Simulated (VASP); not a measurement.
BiTe: single point with PBE

Crystal: BiTe.

```
CELL_PARAMETERS angstrom
0.06470 3.23500 3.23500
3.23500 0.06470 3.23500
3.29970 3.29970 0.00000
ATOMIC_POSITIONS crystal
Bi 0.00000 0.00000 0.00000
Te 0.50000 0.50000 0.50000
```

This cell differs from its parent crystal: xy shear strain of +4 %.

```json
{"Program": "VASP 6.6.1", "Task": "single point", "Functional": "PBE", "Potentials or basis": "VASP PAW PBE potentials, release 64 (Bi_d, Te)", "Cutoff": "520 eV", "k mesh": "10 × 10 × 10", "Occupations": "fermi-dirac, width 0.03 eV", "Spin": "no spin polarisation", "Dipole correction": "no", "Further INCAR settings": "ALGO = Normal; EDIFF = 1e-06; NBANDS = 18"}
```

```yaml
Pressure: 0.7 GPa
```

Stress tensor (GPa, compression positive):
```
0.66 0.08 0.00
0.08 0.66 0.00
0.00 0.00 0.67
```

Levels at points of the mesh, in eV from the Fermi level:
```
           k point  band 8  band 9  band 10  band 11  band 12  band 13
(0.00, 0.00, 0.00)   -2.73   -2.56    -2.37     2.09     2.15     2.23
(0.50, 0.00, 0.00)   -2.02   -1.96    -1.67    -0.95    -0.76    -0.62
(0.50, 0.50, 0.00)   -5.66   -4.21    -3.82     2.25     3.51     3.67
(0.00, 0.00, 0.50)   -1.92   -1.82    -1.52    -0.78    -0.56    -0.49
(0.50, 0.00, 0.50)   -5.67   -4.02    -4.02     2.24     3.54     3.59
```

Wall time 100 s on 1 thread of Intel(R) Xeon(R) Platinum 8488C (Sapphire Rapids), on a shared host, peak memory 0.35 GiB.

Caveat: the cell differs from its parent crystal (xy shear strain of +4 %); spin-orbit coupling is left out, which moves the levels of the heavy elements.
